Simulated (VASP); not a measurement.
# CdI2 (P-3m1) in VASP: settings compared

Aim: see how the results for CdI2 move with the level of theory and the settings. Levels: r2SCAN+rVV10, PBE+D4, PBE+D3(BJ), LDA. Tasks: single point, relaxation of cell and atoms.

Program: VASP 6.6.1. These are calculated values, not measurements. Logs are shortened: lines on timing, memory, paths and dates and some standing lists are left out, and cuts for length are marked.

## (1) The cell of the first run

It takes space group P-3m1 (No. 164, trigonal). Conventional cell: a = 4.248 Å, b = 4.248 Å, c = 6.884 Å, α = 90.00°, β = 90.00°, γ = 120.00°. Within 3.9 Å of Cd (site symmetry -3m) lie 6 I at 2.99 Å. Within 3.9 Å of I (site symmetry 3m) lie 3 Cd at 2.99 Å.

## (2) Single point, r2SCAN+rVV10

Input file POSCAR:

```
CdI2
1.0
    4.2483568959      0.0000000000      0.0000000000
   -2.1241784480      3.6791849962      0.0000000000
    0.0000000000      0.0000000000      6.8844151795
Cd I
1 2
Direct
    0.0000000000      0.0000000000      0.0000000000
    0.3333333333      0.6666666667      0.2495592321
    0.6666666667      0.3333333333      0.7504407679
```

Input file INCAR.step1:

```
PREC     = Accurate       # precision mode
ENCUT    = 550            # plane-wave cutoff, eV
ISMEAR   = -1             # smearing method
SIGMA    = 0.02           # smearing width, eV
LREAL    = F              # projectors in reciprocal space
LASPH    = T              # aspherical terms in the spheres
NELM     = 120            # most SCF steps
NBANDS   = 20             # bands
GGA      = PE             # functional
ALGO     = Normal         # electronic algorithm
EDIFF    = 1E-5           # SCF threshold, eV
LWAVE    = T              # write WAVECAR
LCHARG   = F              # write CHGCAR
GGA_COMPAT= F
```

Input file INCAR.step2:

```
PREC     = Accurate       # precision mode
ENCUT    = 550            # plane-wave cutoff, eV
EDIFF    = 1E-6           # SCF threshold, eV
ISMEAR   = -1             # smearing method
SIGMA    = 0.02           # smearing width, eV
LREAL    = F              # projectors in reciprocal space
LASPH    = T              # aspherical terms in the spheres
NELM     = 120            # most SCF steps
ALGO     = Normal         # electronic algorithm
ISIF     = 2              # what is computed and relaxed
LWAVE    = F              # write WAVECAR
LCHARG   = F              # write CHGCAR
METAGGA  = R2SCAN         # meta-GGA
LMIXTAU  = T            
LUSE_VDW = T            
IVDW_NL  = 2            
BPARAM   = 11.95        
CPARAM   = 0.0093       
NBANDS   = 20             # bands
ISTART   = 1            
GGA_COMPAT= F
```

Input file KPOINTS:

```
Automatic mesh
0
Gamma
  6 6 4
```

Potentials or basis: VASP PAW PBE potentials, release 64 (Cd, I).

On the command line:

```console
$ cat potpaw_PBE.64/Cd/POTCAR potpaw_PBE.64/I/POTCAR > POTCAR
$ cp INCAR.step1 INCAR
$ mpirun -np 1 vasp_std > vasp.out
$ cp INCAR.step2 INCAR
$ mpirun -np 1 vasp_std > vasp.out
```

OUTCAR:

```text
PREC = Accurate
   ENCUT = 550
   EDIFF = 1E-6
   ISMEAR = -1
   LREAL = F
   LASPH = T
   NELM = 120
   ISIF = 2
   METAGGA = R2SCAN
   IVDW_NL = 2
   BPARAM = 11.95
   ISTART = 1

 ion  position               nearest neighbor table
   1  0.000  0.000  0.000-   2 2.99   3 2.99   3 2.99   2 2.99   3 2.99   2 2.99
   2  0.333  0.667  0.250-   1 2.99   1 2.99   1 2.99
   3  0.667  0.333  0.750-   1 2.99   1 2.99   1 2.99

  LATTYP: Found a hexagonal cell.
 ALAT       =     4.2483568959
 C/A-ratio  =     1.6204888968

  Lattice vectors:

 A1 = (   4.2483568959,   0.0000000000,   0.0000000000)
 A2 = (  -2.1241784480,   3.6791849962,   0.0000000000)
 A3 = (   0.0000000000,   0.0000000000,   6.8844151795)

Analysis of symmetry for initial positions (statically):
=====================================================================
 Subroutine PRICEL returns:
 Original cell was already a primitive cell.

 Routine SETGRP: Setting up the symmetry group for a
 hexagonal supercell.

 Subroutine GETGRP returns: Found 12 space group operations
 (whereof 12 operations were pure point group operations)
 out of a pool of 24 trial point group operations.

The static configuration has the point symmetry D_3d.

Analysis of symmetry for dynamics (positions and initial velocities):
=====================================================================
 Subroutine PRICEL returns:
 Original cell was already a primitive cell.

 Routine SETGRP: Setting up the symmetry group for a
 hexagonal supercell.

 Subroutine GETGRP returns: Found 12 space group operations
 (whereof 12 operations were pure point group operations)
 out of a pool of 24 trial point group operations.

The dynamic configuration has the point symmetry D_3d.

 Subroutine INISYM returns: Found 12 space group operations
 (whereof 12 operations are pure point group operations),
 and found     1 'primitive' translations

----------------------------------------------------------------------------------------

                                     Primitive cell

  volume of cell :     107.6068

  direct lattice vectors                    reciprocal lattice vectors
     4.248356896  0.000000000  0.000000000     0.235385121  0.135899663  0.000000000
    -2.124178448  3.679184996  0.000000000     0.000000000  0.271799325  0.000000000
     0.000000000  0.000000000  6.884415180     0.000000000  0.000000000  0.145255621

  length of vectors
     4.248356896  4.248356896  6.884415180     0.271799325  0.271799325  0.145255621

  position of ions in fractional coordinates (direct lattice)
     0.000000000  0.000000000  0.000000000
     0.333333333  0.666666667  0.249559232
     0.666666667  0.333333333  0.750440768

  ion indices of the primitive-cell ions
   primitive index   ion index
                 1           1
                 2           2
                 3           3

----------------------------------------------------------------------------------------

 KPOINTS: Automatic mesh

Automatic generation of k-mesh.
 Grid dimensions read from file:
 generate k-points for:    6    6    4

 Generating k-lattice:

  Cartesian coordinates                     Fractional coordinates (reciprocal lattice)
     0.039230853  0.022649944  0.000000000     0.166666667  0.000000000  0.000000000
     0.000000000  0.045299888  0.000000000     0.000000000  0.166666667  0.000000000
     0.000000000  0.000000000  0.036313905     0.000000000  0.000000000  0.250000000

  Length of vectors
     0.045299888  0.045299888  0.036313905

  Shift w.r.t. Gamma in fractional coordinates (k-lattice)
     0.000000000  0.000000000  0.000000000

 Subroutine IBZKPT returns following result:
 ===========================================

 Found     24 irreducible k-points:

 Following reciprocal coordinates:
            Coordinates               Weight
  0.000000  0.000000  0.000000      1.000000
  0.166667  0.000000  0.000000      6.000000
  0.333333  0.000000  0.000000      6.000000
  0.500000  0.000000  0.000000      3.000000
  0.166667  0.166667  0.000000      6.000000
  0.333333  0.166667  0.000000     12.000000
[... 16 lines left out ...]
  0.333333  0.166667  0.500000     12.000000
  0.333333  0.333333  0.500000      2.000000
   k-points           NKPTS =     24   k-points in BZ     NKDIM =     24   number of bands    NBANDS=     20
   number of dos      NEDOS =    301   number of ions     NIONS =      3
   total plane-waves  NPLWV =  55296
   dimension x,y,z NGX =    32 NGY =   32 NGZ =   54
   dimension x,y,z NGXF=    64 NGYF=   64 NGZF=  108
   ions per type =               1   2
   NGX,Y,Z   is equivalent  to a cutoff of  12.52, 12.52, 13.04 a.u.
   NGXF,Y,Z  is equivalent  to a cutoff of  25.04, 25.04, 26.08 a.u.
 SYSTEM =  unknown system
   PREC   = accura    normal or accurate (medium, high low for compatibility)
   ISTART =      1    job   : 0-new  1-cont  2-samecut
   ICHARG =      0    charge: 1-file 2-atom 10-const
   ISPIN  =      1    spin polarized calculation?
   LNONCOLLINEAR =      F non collinear calculations
   LSORBIT =      F    spin-orbit coupling
   LASPH  =      T    aspherical Exc in radial PAW
   ENCUT  =  550.0 eV  40.42 Ry    6.36 a.u.   8.12  8.12 13.16*2*pi/ulx,y,z
   NELM   =    120;   NELMIN=  2; NELMDL=  0     # of ELM steps
   EDIFF  = 0.1E-05   stopping-criterion for ELM
   LREAL  =      F    real-space projection
[... 7 lines left out ...]
   TEBEG  =    0.0;   TEEND  =   0.0 temperature during run
   PSTRESS=    0.0 pullay stress
   NELECT =      26.0000    total number of electrons
   NUPDOWN=      -1.0000    fix difference up-down
   EMIN   =  10.00;   EMAX   =-10.00  energy-range for DOS
   EFERMI =   0.00;   METHOD = LEGACY
   ISMEAR =    -1;   SIGMA  =   0.02  broadening in eV -4-tet -1-fermi 0-gaus
   EFERMI_NEDOS =   21; number of points for ismear=-14 and -15
   IALGO  =     38    algorithm
   IMIX   =      4    mixing-type and parameters
     AMIX     =   0.40;   BMIX     =  1.00
     AMIX_MAG =   1.60;   BMIX_MAG =  1.00
  volume/ion in A,a.u.               =      35.87       242.06
  Fermi-wavevector in a.u.,A,eV,Ry     =   1.019654  1.926866 14.145893  1.039694
  Thomas-Fermi vector in A             =   2.153180
   LORBIT       =      0    0 simple, 1 ext, 2 COOP (PROOUT), +10 PAW based schemes
   METAGGA = R2SCAN    functional components
   LHFCALC =     F    Hartree Fock is set to
   AEXX    =    0.0000 exact exchange contribution
   IVDW_NL    =     2    kernel type
   BPARAM     =11.9500
   IVDW    =     0    specifies the selected vdW correction
   LEPSILON=     F    determine dielectric tensor
   LRPA    =     F    only Hartree local field effects (RPA)
 non-spin polarized calculation
  energy-cutoff  :      550.00
  volume of cell :      107.61
 maximum number of plane-waves:      3171
   NGX = 17   NGY = 17   NGZ = 27

 number of electron      25.9999994 magnetization

 Free energy of the ion-electron system (eV)
  ---------------------------------------------------
  ext. energy  EPLUGINS =         0.00000000
  ---------------------------------------------------
  free energy    TOTEN  =       -70.51811330 eV

  energy without entropy =      -70.51811330  energy(sigma->0) =      -70.51811330

 E-fermi :   2.1408     XC(G=0):  -9.0459

 val. band max:        1.6476946002   @ k =   0.1667   0.0000   0.2500
 cond. band min:       4.4394340627   @ k =   0.5000   0.0000   0.5000
 fundamental gap:      2.7917394625
 Fermi energy:         2.1408372575

 k-point     1 :       0.0000    0.0000    0.0000
  band No.  band energies     occupation
      1     -10.8076      2.00000
      2     -10.0693      2.00000
      3      -6.1840      2.00000
      4      -6.1840      2.00000
      5      -6.0562      2.00000
      6      -5.9774      2.00000
[... 12 lines left out ...]
     19      11.2956      0.00000
     20      11.3400      0.00000

 k-point     2 :       0.1667    0.0000    0.0000
  band No.  band energies     occupation
      1     -10.6680      2.00000
      2     -10.0508      2.00000
      3      -6.1654      2.00000
      4      -6.1167      2.00000
      5      -6.0285      2.00000
      6      -5.9817      2.00000
[... 12 lines left out ...]
     19      10.2989      0.00000
     20      11.3387      0.00000

 k-point     3 :       0.3333    0.0000    0.0000
  band No.  band energies     occupation
      1     -10.3459      2.00000
      2     -10.0274      2.00000
      3      -6.1463      2.00000
      4      -6.0583      2.00000
      5      -5.9791      2.00000
      6      -5.9429      2.00000
[... 12 lines left out ...]
     19      10.6690      0.00000
     20      11.3736      0.00000

 k-point     4 :       0.5000    0.0000    0.0000
  band No.  band energies     occupation
      1     -10.0963      2.00000
      2     -10.0852      2.00000
      3      -6.1455      2.00000
      4      -6.0675      2.00000
      5      -5.9668      2.00000
      6      -5.9175      2.00000
[... 12 lines left out ...]
     19      11.3464      0.00000
     20      11.9424      0.00000

 k-point     5 :       0.1667    0.1667    0.0000
  band No.  band energies     occupation
      1     -10.4364      2.00000
      2     -10.0277      2.00000
      3      -6.1422      2.00000
      4      -6.0410      2.00000
      5      -5.9993      2.00000
      6      -5.9530      2.00000
[... 12 lines left out ...]
     19       9.3532      0.00000
     20      11.7516      0.00000

 k-point     6 :       0.3333    0.1667    0.0000
  band No.  band energies     occupation
      1     -10.1544      2.00000
      2     -10.0281      2.00000
      3      -6.1070      2.00000
      4      -6.0380      2.00000
      5      -5.9679      2.00000
      6      -5.9335      2.00000
[... 12 lines left out ...]
     19      10.5563      0.00000
     20      11.5438      0.00000

 k-point     7 :       0.3333    0.3333    0.0000
  band No.  band energies     occupation
      1     -10.0411      2.00000
      2     -10.0411      2.00000
      3      -6.0147      2.00000
      4      -6.0147      2.00000
      5      -5.9492      2.00000
      6      -5.9352      2.00000
[... 12 lines left out ...]
     19      10.5422      0.00000
     20      10.5422      0.00000
[... 277 lines left out ...]
 k-point    20 :       0.3333    0.0000    0.5000
  band No.  band energies     occupation
      1     -10.2400      2.00000
      2     -10.1375      2.00000
      3      -6.1474      2.00000
      4      -6.0643      2.00000
      5      -5.9747      2.00000
      6      -5.9429      2.00000
[... 12 lines left out ...]
     19      11.3856      0.00000
     20      11.6181      0.00000

 k-point    21 :       0.5000    0.0000    0.5000
  band No.  band energies     occupation
      1     -10.1482      2.00000
      2     -10.0246      2.00000
      3      -6.1472      2.00000
      4      -6.0720      2.00000
      5      -5.9607      2.00000
      6      -5.9175      2.00000
[... 12 lines left out ...]
     19      11.5825      0.00000
     20      12.0991      0.00000

 k-point    22 :       0.1667    0.1667    0.5000
  band No.  band energies     occupation
      1     -10.2989      2.00000
      2     -10.1777      2.00000
      3      -6.1376      2.00000
      4      -6.0559      2.00000
      5      -5.9968      2.00000
      6      -5.9673      2.00000
[... 12 lines left out ...]
     19      10.2382      0.00000
     20      11.1257      0.00000

 k-point    23 :       0.3333    0.1667    0.5000
  band No.  band energies     occupation
      1     -10.1203      2.00000
      2     -10.0587      2.00000
      3      -6.0991      2.00000
      4      -6.0409      2.00000
      5      -5.9646      2.00000
      6      -5.9339      2.00000
[... 12 lines left out ...]
     19      10.3061      0.00000
     20      11.6833      0.00000

 k-point    24 :       0.3333    0.3333    0.5000
  band No.  band energies     occupation
      1     -10.0401      2.00000
      2     -10.0401      2.00000
      3      -6.0089      2.00000
      4      -6.0089      2.00000
      5      -5.9475      2.00000
      6      -5.9283      2.00000
[... 12 lines left out ...]
     19      11.1875      0.00000
     20      11.1875      0.00000

------------------------ aborting loop because EDIFF is reached ----------------------------------------

  FORCE on cell =-STRESS in cart. coord.  units (eV):
  Direction    XX          YY          ZZ          XY          YZ          ZX
  --------------------------------------------------------------------------------------
  -------------------------------------------------------------------------------------
  Total        0.1713416      0.1713416      0.1890215     -0.0000000      0.0000000     -0.0000000
  in kB        2.5511360      2.5511360      2.8143757     -0.0000000      0.0000000     -0.0000000
  external PRESSURE =       2.6388826 kB  Pullay stress =       0.0000000 kB

 VOLUME and BASIS-vectors are now :
 -----------------------------------------------------------------------------
  energy-cutoff  :      550.00
  volume of cell :      107.61
      direct lattice vectors                 reciprocal lattice vectors
     4.248356896  0.000000000  0.000000000     0.235385121  0.135899663  0.000000000
    -2.124178448  3.679184996  0.000000000     0.000000000  0.271799325  0.000000000
     0.000000000  0.000000000  6.884415180     0.000000000  0.000000000  0.145255621

 POSITION                                       TOTAL-FORCE (eV/Angst)
 -----------------------------------------------------------------------------------
      0.00000      0.00000      0.00000         0.000000      0.000000      0.000000
     -0.00000      2.45279      1.71807         0.000000     -0.000000      0.040358
      2.12418      1.22639      5.16635        -0.000000      0.000000     -0.040358
 -----------------------------------------------------------------------------------
    total drift:                               -0.000000     -0.000000      0.000000

  FREE ENERGIE OF THE ION-ELECTRON SYSTEM (eV)
  ---------------------------------------------------
  free  energy   TOTEN  =       -70.5181132981 eV

  energy  without entropy=      -70.5181132981  energy(sigma->0) =      -70.51811330
```

It took 8.3 min on 1 thread of AMD EPYC, shared host; peak memory 0.44 GiB.

Results:

```
Free energy            : -70.5181 eV
Pressure               : 0.3 GPa
Largest force          : 0.040 eV/Å
Band gap on the k mesh : 2.79 eV (least direct gap 3.12 eV)
```

Forces in eV/Å, atoms in the order of the input:
```
Cd   0.000  0.000  0.000
I    0.000  0.000  0.040
I    0.000  0.000 -0.040
```

Caveat: the PAW data sets were made with another functional, which shifts forces and pressure a little; spin-orbit coupling is left out, which moves the levels of the heavy elements. A k mesh can miss the band edges.

## (3) Relaxation of cell and atoms, PBE+D4

This run uses another cell than the first one, of 35.48 Å³/atom.

Input file INCAR:

```
SYSTEM = CdI2
PREC = Accurate
ENCUT = 500
EDIFF = 1E-7
ISMEAR = -1
SIGMA = 0.02
LREAL = .FALSE.
LASPH = .TRUE.
NELM = 120
ALGO = Normal
ISIF = 3
LWAVE = .FALSE.
LCHARG = .FALSE.
GGA = PE
IVDW = 13
IBRION = 2
NSW = 80
EDIFFG = -0.005
GGA_COMPAT = .FALSE.
NELMIN = 4
```

Input file KPOINTS:

```
regular mesh
0
G
  6 6 4
  0 0 0
```

Input file POSCAR:

```
CdI2
1.0
    4.2399145174      0.0000000000      0.0000000000
   -2.1199572587      3.6718736820      0.0000000000
    0.0000000000      0.0000000000      6.8360999508
Cd I
1 2
Direct
    0.0000000000      0.0000000000      0.0000000000
    0.3333333333      0.6666666667      0.2532255740
    0.6666666667      0.3333333333      0.7467744260
```

Potentials or basis: VASP PAW PBE potentials, release 64 (Cd, I).

On the command line:

```console
$ cat potpaw_PBE.64/Cd/POTCAR potpaw_PBE.64/I/POTCAR > POTCAR
$ mpirun -np 1 vasp_std > vasp.out
```

It took 4.5 min on 1 thread of AMD EPYC, shared host; peak memory 0.21 GiB.

Results (log left out):

```yaml
Free_energy: -6.5569 eV
Relaxed_volume: 35.51 Å³/atom
Relaxed_cell: a = 4.248 Å, b = 4.248 Å, c = 6.818 Å, α = 90.00°, β = 90.00°, γ = 120.00°
Space_group_after_relaxing_to_0.1_Å: P-3m1 (No. 164)
Energy_gained_by_relaxing: 0.1 meV/atom
Ionic_steps: 7
Pressure_after_relaxing: 0.0 GPa
Band_gap_on_the_k_mesh: 2.34 eV (least direct gap 2.53 eV)
Dispersion_energy_per_atom: -0.357 eV
```

Step by step:
| step | energy change (eV) | largest force (eV/Å) | pressure (GPa) | volume (Å³) |
| --- | --- | --- | --- | --- |
| 1 | 0.0000 | 0.0176 | 0.09 | 106.43 |
| 2 | -0.0001 | 0.0009 | -0.02 | 106.74 |
| 3 | -0.0001 | 0.0009 | -0.01 | 106.71 |
| 4 | -0.0001 | 0.0026 | -0.01 | 106.69 |
| 5 | -0.0002 | 0.0070 | 0.00 | 106.65 |
| 6 | -0.0002 | 0.0052 | -0.01 | 106.62 |
| 7 | -0.0002 | 0.0008 | -0.01 | 106.54 |

Final structure:
```
Cd I
1.0
     4.24773    0.00000    0.00000
    -2.12386    3.67864    0.00000
     0.00000    0.00000    6.81839
Cd I
1 2
Direct
  0.00000 0.00000 0.00000
  0.33333 0.66667 0.25374
  0.66667 0.33333 0.74626
```

Levels at points of the mesh, in eV from the valence-band top:
| k point | band 10 | band 11 | band 12 | band 13 | band 14 | band 15 | band 16 | band 17 |
| --- | --- | --- | --- | --- | --- | --- | --- | --- |
| (0.00, 0.00, 0.00) | -0.28 | -0.17 | -0.17 | -0.10 | 2.43 | 4.48 | 6.36 | 6.36 |
| (0.50, 0.00, 0.00) | -2.03 | -1.51 | -0.75 | -0.12 | 2.66 | 4.99 | 5.88 | 6.45 |
| (0.00, 0.00, 0.50) | -0.43 | -0.43 | 0.00 | 0.00 | 3.61 | 4.52 | 6.13 | 6.13 |
| (0.50, 0.00, 0.50) | -1.27 | -1.18 | -0.51 | -0.48 | 2.34 | 4.90 | 5.79 | 6.64 |

Caveat: spin-orbit coupling is left out, which moves the levels of the heavy elements.

(Continued in part 2 of 2.)
